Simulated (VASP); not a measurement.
# Sn (I4/mmm) in VASP: further runs

The runs below take Sn through single point, with r2SCAN.

All numbers are computed with VASP 6.6.1; they aren't measurements. Logs are shortened: lines on timing, memory, paths and dates and some standing lists are left out, and cuts for length are marked.

## Step 1: The cell of the first run

Symmetry: I4/mmm, No. 139, tetragonal system. Conventional cell: a = 3.858 Å, b = 3.858 Å, c = 3.783 Å, α = 90.00°, β = 90.00°, γ = 90.00°. Within 4.4 Å of Sn (site symmetry 4/mmm) lie 14 Sn at 3.32 to 3.86 Å.

## Step 2: Single point, r2SCAN (strain +0.0200 x Voigt [1, 1, 0, 0, 0, 0])

Input file POSCAR:

```
Sn
1.0
   -1.9291115143      1.9291115143      1.8912857983
    1.9291115143     -1.9291115143      1.8912857983
    1.9291115143      1.9291115143     -1.8912857983
Sn
1
Direct
    0.0000000000      0.0000000000      0.0000000000
```

Input file INCAR.step1:

```
PREC = Accurate
ENCUT = 520
ISMEAR = 0
SIGMA = 0.15
LREAL = F
LASPH = T
NELM = 60
NBANDS = 13
GGA = PE
ALGO = Normal
EDIFF = 1E-4
LWAVE = T
LCHARG = F
```

Input file INCAR.step2:

```
PREC = Accurate
ENCUT = 520
EDIFF = 1E-6
ISMEAR = 0
SIGMA = 0.15
LREAL = F
LASPH = T
NELM = 60
ALGO = Normal
ISIF = 2
LWAVE = F
LCHARG = F
METAGGA = R2SCAN
LMIXTAU = T
NBANDS = 13
ISTART = 1
```

Input file KPOINTS:

```
Automatic mesh
0
Gamma
  22 22 22
```

Potentials or basis: VASP PAW PBE potentials, release 64 (Sn_d).

Run with:

```sh
> cat potpaw_PBE.64/Sn_d/POTCAR > POTCAR
> cp INCAR.step1 INCAR
> mpirun -np 1 vasp_std > vasp.out
> cp INCAR.step2 INCAR
> mpirun -np 1 vasp_std > vasp.out
```

OUTCAR:

```text
PREC = Accurate
   ENCUT = 520
   EDIFF = 1E-6
   ISMEAR = 0
   LREAL = F
   LASPH = T
   NELM = 60
   ISIF = 2
   METAGGA = R2SCAN
   ISTART = 1

 ion  position               nearest neighbor table
   1  0.000  0.000  0.000-

  LATTYP: Found a body centered tetragonal cell.
 ALAT       =     3.8582230286
 C/A-ratio  =     0.9803921568

  Lattice vectors:

 A1 = (  -1.9291115143,   1.9291115143,   1.8912857983)
 A2 = (   1.9291115143,  -1.9291115143,   1.8912857983)
 A3 = (   1.9291115143,   1.9291115143,  -1.8912857983)

Analysis of symmetry for initial positions (statically):
=====================================================================
 Subroutine PRICEL returns:
 Original cell was already a primitive cell.

 Routine SETGRP: Setting up the symmetry group for a
 body centered tetragonal supercell.

 Subroutine GETGRP returns: Found 16 space group operations
 (whereof 16 operations were pure point group operations)
 out of a pool of 16 trial point group operations.

The static configuration has the point symmetry D_4h.

Analysis of symmetry for dynamics (positions and initial velocities):
=====================================================================
 Subroutine PRICEL returns:
 Original cell was already a primitive cell.

 Routine SETGRP: Setting up the symmetry group for a
 body centered tetragonal supercell.

 Subroutine GETGRP returns: Found 16 space group operations
 (whereof 16 operations were pure point group operations)
 out of a pool of 16 trial point group operations.

The dynamic configuration has the point symmetry D_4h.

 Subroutine INISYM returns: Found 16 space group operations
 (whereof 16 operations are pure point group operations),
 and found     1 'primitive' translations

----------------------------------------------------------------------------------------

                                     Primitive cell

  volume of cell :      28.1535

  direct lattice vectors                    reciprocal lattice vectors
    -1.929111514  1.929111514  1.891285798     0.000000000  0.259186675  0.264370409
     1.929111514 -1.929111514  1.891285798     0.259186675  0.000000000  0.264370409
     1.929111514  1.929111514 -1.891285798     0.259186675  0.259186675  0.000000000

  length of vectors
     3.319624141  3.319624141  3.319624141     0.370228910  0.370228910  0.366545312

  position of ions in fractional coordinates (direct lattice)
     0.000000000  0.000000000  0.000000000

  ion indices of the primitive-cell ions
   primitive index   ion index
                 1           1

----------------------------------------------------------------------------------------

 KPOINTS: Automatic mesh

Automatic generation of k-mesh.
 Grid dimensions read from file:
 generate k-points for:   22   22   22

 Generating k-lattice:

  Cartesian coordinates                     Fractional coordinates (reciprocal lattice)
     0.000000000  0.011781213  0.012016837     0.045454545  0.000000000  0.000000000
     0.011781213  0.000000000  0.012016837     0.000000000  0.045454545  0.000000000
     0.011781213  0.011781213  0.000000000     0.000000000  0.000000000  0.045454545

  Length of vectors
     0.016828587  0.016828587  0.016661151

  Shift w.r.t. Gamma in fractional coordinates (k-lattice)
     0.000000000  0.000000000  0.000000000

 Subroutine IBZKPT returns following result:
 ===========================================

 Found    834 irreducible k-points:

 Following reciprocal coordinates:
            Coordinates               Weight
  0.000000  0.000000  0.000000      1.000000
  0.045455 -0.000000  0.000000      8.000000
  0.090909 -0.000000  0.000000      8.000000
  0.136364 -0.000000  0.000000      8.000000
  0.181818 -0.000000  0.000000      8.000000
  0.227273 -0.000000  0.000000      8.000000
[... 16 lines left out ...]
  0.500000  0.045455  0.000000     16.000000
 -0.454545  0.045455 -0.000000     16.000000
 [... further k-points ...]
   k-points           NKPTS =    834   k-points in BZ     NKDIM =    834   number of bands    NBANDS=     13
   number of dos      NEDOS =    301   number of ions     NIONS =      1
   total plane-waves  NPLWV =  21952
   dimension x,y,z NGX =    28 NGY =   28 NGZ =   28
   dimension x,y,z NGXF=    56 NGYF=   56 NGZF=   56
   ions per type =               1
   NGX,Y,Z   is equivalent  to a cutoff of  14.02, 14.02, 14.02 a.u.
   NGXF,Y,Z  is equivalent  to a cutoff of  28.04, 28.04, 28.04 a.u.
 SYSTEM =  unknown system
   PREC   = accura    normal or accurate (medium, high low for compatibility)
   ISTART =      1    job   : 0-new  1-cont  2-samecut
   ICHARG =      0    charge: 1-file 2-atom 10-const
   ISPIN  =      1    spin polarized calculation?
   LNONCOLLINEAR =      F non collinear calculations
   LSORBIT =      F    spin-orbit coupling
   LASPH  =      T    aspherical Exc in radial PAW
   ENCUT  =  520.0 eV  38.22 Ry    6.18 a.u.   6.17  6.17  6.17*2*pi/ulx,y,z
   NELM   =     60;   NELMIN=  2; NELMDL=  0     # of ELM steps
   EDIFF  = 0.1E-05   stopping-criterion for ELM
   LREAL  =      F    real-space projection
   EDIFFG = 0.1E-04   stopping-criterion for IOM
   NSW    =      0    number of steps for IOM
   IBRION =     -1    ionic relax: 0-MD 1-quasi-New 2-CG
   NFREE  =      0    steps in history (QN), initial steepest desc. (CG)
   ISIF   =      2    stress and relaxation
   ISYM   =      2    0-nonsym 1-usesym 2-fastsym
   POTIM  = 0.5000    time-step for ionic-motion
   TEBEG  =    0.0;   TEEND  =   0.0 temperature during run
   PSTRESS=    0.0 pullay stress
   NELECT =      14.0000    total number of electrons
   NUPDOWN=      -1.0000    fix difference up-down
   EMIN   =  10.00;   EMAX   =-10.00  energy-range for DOS
   EFERMI =   0.00;   METHOD = LEGACY
   ISMEAR =     0;   SIGMA  =   0.15  broadening in eV -4-tet -1-fermi 0-gaus
   EFERMI_NEDOS =   21; number of points for ismear=-14 and -15
   IALGO  =     38    algorithm
   IMIX   =      4    mixing-type and parameters
     AMIX     =   0.40;   BMIX     =  1.00
     AMIX_MAG =   1.60;   BMIX_MAG =  1.00
  volume/ion in A,a.u.               =      28.15       189.99
  Fermi-wavevector in a.u.,A,eV,Ry     =   1.297001  2.450976 22.887870  1.682211
  Thomas-Fermi vector in A             =   2.428421
   LORBIT       =      0    0 simple, 1 ext, 2 COOP (PROOUT), +10 PAW based schemes
   METAGGA = R2SCAN    functional components
   LHFCALC =     F    Hartree Fock is set to
   AEXX    =    0.0000 exact exchange contribution
   IVDW    =     0    specifies the selected vdW correction
   LEPSILON=     F    determine dielectric tensor
   LRPA    =     F    only Hartree local field effects (RPA)
 non-spin polarized calculation
 Gauss-broadening in eV      SIGMA  =   0.15
  energy-cutoff  :      520.00
  volume of cell :       28.15
 maximum number of plane-waves:       772
 NGX is ok and might be reduce to    28
   NGX = 13   NGY = 13   NGZ = 13

 number of electron      14.0000000 magnetization

 Free energy of the ion-electron system (eV)
  ---------------------------------------------------
  ext. energy  EPLUGINS =         0.00000000
  ---------------------------------------------------
  free energy    TOTEN  =       -24.49606260 eV

  energy without entropy =      -24.48940026  energy(sigma->0) =      -24.49273143

 E-fermi :   7.6132     XC(G=0): -11.0724

 val. band max:        7.6054709034   @ k =   0.3182   0.2727   0.1818
 cond. band min:       7.6138743352   @ k =  -0.3636  -0.4091   0.3636
 fundamental gap:      0.0084034318
 Fermi energy:         7.6132405997

 k-point     1 :       0.0000    0.0000    0.0000
  band No.  band energies     occupation
      1     -14.6409      2.00000
      2     -14.6358      2.00000
      3     -14.6358      2.00000
      4     -14.5053      2.00000
      5     -14.4956      2.00000
      6      -3.7767      2.00000
      7      15.6513      0.00000
      8      15.6513      0.00000
      9      15.7916      0.00000
     10      20.2991      0.00000
     11      20.3760      0.00000
     12      20.3760      0.00000
     13      20.6517      0.00000

 k-point     2 :       0.0455   -0.0000    0.0000
  band No.  band energies     occupation
      1     -14.6402      2.00000
      2     -14.6345      2.00000
      3     -14.6330      2.00000
      4     -14.5056      2.00000
      5     -14.4965      2.00000
      6      -3.7302      2.00000
      7      15.3047      0.00000
      8      15.4490      0.00000
      9      15.6700      0.00000
     10      19.6357      0.00000
     11      19.6468      0.00000
     12      20.3970      0.00000
     13      20.7201      0.00000

 k-point     3 :       0.0909   -0.0000    0.0000
  band No.  band energies     occupation
      1     -14.6422      2.00000
      2     -14.6307      2.00000
      3     -14.6210      2.00000
      4     -14.5065      2.00000
      5     -14.4987      2.00000
      6      -3.5903      2.00000
      7      14.2727      0.00000
      8      14.9470      0.00000
      9      15.4804      0.00000
     10      18.8226      0.00000
     11      18.9490      0.00000
     12      20.1858      0.00000
     13      21.4201      0.00000
[... 305 lines left out ...]
 k-point    23 :       0.5000    0.0455    0.0000
  band No.  band energies     occupation
      1     -14.6813      2.00000
      2     -14.6184      2.00000
      3     -14.5097      2.00000
      4     -14.5051      2.00000
      5     -14.4217      2.00000
      6       0.9527      2.00000
      7       3.3068      2.00000
      8      10.9110      0.00000
      9      12.9204      0.00000
     10      16.0287      0.00000
     11      16.5427      0.00000
     12      23.1996      0.00000
     13      24.2436      0.00000

 k-point    24 :      -0.4545    0.0455   -0.0000
  band No.  band energies     occupation
      1     -14.6795      2.00000
      2     -14.6169      2.00000
      3     -14.5097      2.00000
      4     -14.5068      2.00000
      5     -14.4304      2.00000
      6       0.3216      2.00000
      7       4.1203      2.00000
      8      11.0170      0.00000
      9      13.0009      0.00000
     10      16.0932      0.00000
     11      16.6241      0.00000
     12      22.8256      0.00000
     13      24.1182      0.00000

 [... further k-points ...]

------------------------ aborting loop because EDIFF is reached ----------------------------------------

  FORCE on cell =-STRESS in cart. coord.  units (eV):
  Direction    XX          YY          ZZ          XY          YZ          ZX
  --------------------------------------------------------------------------------------
  -------------------------------------------------------------------------------------
  Total       -0.3497750     -0.3497750     -0.4092295      0.0000000     -0.0000000      0.0000000
  in kB      -19.9052434    -19.9052434    -23.2887256      0.0000000     -0.0000000      0.0000000
  external PRESSURE =     -21.0330708 kB  Pullay stress =       0.0000000 kB

 VOLUME and BASIS-vectors are now :
 -----------------------------------------------------------------------------
  energy-cutoff  :      520.00
  volume of cell :       28.15
      direct lattice vectors                 reciprocal lattice vectors
    -1.929111514  1.929111514  1.891285798     0.000000000  0.259186675  0.264370409
     1.929111514 -1.929111514  1.891285798     0.259186675  0.000000000  0.264370409
     1.929111514  1.929111514 -1.891285798     0.259186675  0.259186675  0.000000000

 POSITION                                       TOTAL-FORCE (eV/Angst)
 -----------------------------------------------------------------------------------
      0.00000      0.00000      0.00000         0.000000     -0.000000      0.000000
 -----------------------------------------------------------------------------------
    total drift:                               -0.000000     -0.000000     -0.000000

  FREE ENERGIE OF THE ION-ELECTRON SYSTEM (eV)
  ---------------------------------------------------
  free  energy   TOTEN  =       -24.4960626043 eV

  energy  without entropy=      -24.4894002606  energy(sigma->0) =      -24.49273143
```

It took 8.2 min on 1 thread of Intel Xeon 6975P-C (Granite Rapids), shared host; peak memory 0.39 GiB.

Results:

* Free energy: -24.4961 eV
* Pressure: -2.1 GPa
* Band gap on the k mesh: zero (band 7 reaches 15.65 eV, above the bottom of band 8 at 5.17 eV)

Stress tensor (GPa, compression positive):
```
-1.99  0.00  0.00
 0.00 -1.99  0.00
 0.00  0.00 -2.33
```

Levels at points of the mesh, in eV from the Fermi level:
```
           k point  band 4  band 5  band 6  band 7  band 8  band 9  band 10  band 11
(0.00, 0.00, 0.00)  -22.12  -22.11  -11.39    8.04    8.04    8.18    12.69    12.76
(0.50, 0.00, 0.00)  -22.12  -22.03   -6.57   -4.49    3.53    5.60     8.28     8.39
(0.50, 0.50, 0.00)  -22.12  -22.04   -6.71   -4.53    3.79    5.94     8.56     8.74
(0.50, 0.50, 0.50)  -22.05  -22.05   -2.56   -0.69   -0.69   -0.29     4.13     4.29
```

Caveat: the cell differs from its parent crystal (strain +0.0200 x Voigt [1, 1, 0, 0, 0, 0]); the PAW data sets were made with another functional, which shifts forces and pressure a little; spin-orbit coupling is left out, which moves the levels of the heavy elements.

## Step 3: Single point, r2SCAN (strain +0.0300 x Voigt [1, 1, 0, 0, 0, 0])

Input file POSCAR:

```
Sn
1.0
   -1.9480243722      1.9480243722      1.8912857983
    1.9480243722     -1.9480243722      1.8912857983
    1.9480243722      1.9480243722     -1.8912857983
Sn
1
Direct
    0.0000000000      0.0000000000      0.0000000000
```

Input file INCAR.step1:

```
SYSTEM = Sn
PREC = Accurate
ENCUT = 520
ISMEAR = 0
SIGMA = 0.15
LREAL = .FALSE.
LASPH = .TRUE.
NELM = 80
NBANDS = 13
GGA = PE
ALGO = Normal
EDIFF = 1E-4
LWAVE = .TRUE.
LCHARG = .FALSE.
```

Input file INCAR.step2:

```
SYSTEM = Sn
PREC = Accurate
ENCUT = 520
EDIFF = 1E-6
ISMEAR = 0
SIGMA = 0.15
LREAL = .FALSE.
LASPH = .TRUE.
NELM = 80
ALGO = Normal
ISIF = 2
LWAVE = .FALSE.
LCHARG = .FALSE.
METAGGA = R2SCAN
LMIXTAU = .TRUE.
NBANDS = 13
ISTART = 1
```

Input file KPOINTS:

```
Automatic mesh
0
G
  22 22 22
  0 0 0
```

Potentials or basis: VASP PAW PBE potentials, release 64 (Sn_d).

Run with:

```sh
> cat potpaw_PBE.64/Sn_d/POTCAR > POTCAR
> cp INCAR.step1 INCAR
> mpirun -np 1 vasp_std > vasp.out
> cp INCAR.step2 INCAR
> mpirun -np 1 vasp_std > vasp.out
```

Run time: 7.9 min. Hardware: 1 thread of Intel Xeon 6975P-C (Granite Rapids), shared host; peak memory 0.39 GiB.

The run converged. Its results:

- Free energy: -24.4883 eV
- Pressure: -2.9 GPa
- Band gap on the k mesh: zero (band 7 reaches 15.21 eV, above the bottom of band 8 at 5.01 eV)

Stress tensor (GPa, compression positive):
```
-2.62  0.00  0.00
 0.00 -2.62  0.00
 0.00  0.00 -3.34
```

Levels at points of the mesh, in eV from the Fermi level:
```tsv
k point	band 5	band 6	band 7	band 8	band 9	band 10
(0.00, 0.00, 0.00)	-22.11	-11.25	7.82	7.82	8.03	12.41
(0.50, 0.00, 0.00)	-22.04	-6.53	-4.38	3.42	5.46	8.13
(0.50, 0.50, 0.00)	-22.04	-6.74	-4.45	3.80	5.97	8.54
(0.50, 0.50, 0.50)	-22.05	-2.69	-0.73	-0.73	-0.15	4.10
```

Caveat: the cell differs from its parent crystal (strain +0.0300 x Voigt [1, 1, 0, 0, 0, 0]); the PAW data sets were made with another functional, which shifts forces and pressure a little; spin-orbit coupling is left out, which moves the levels of the heavy elements.

[end of part 1 of 2]
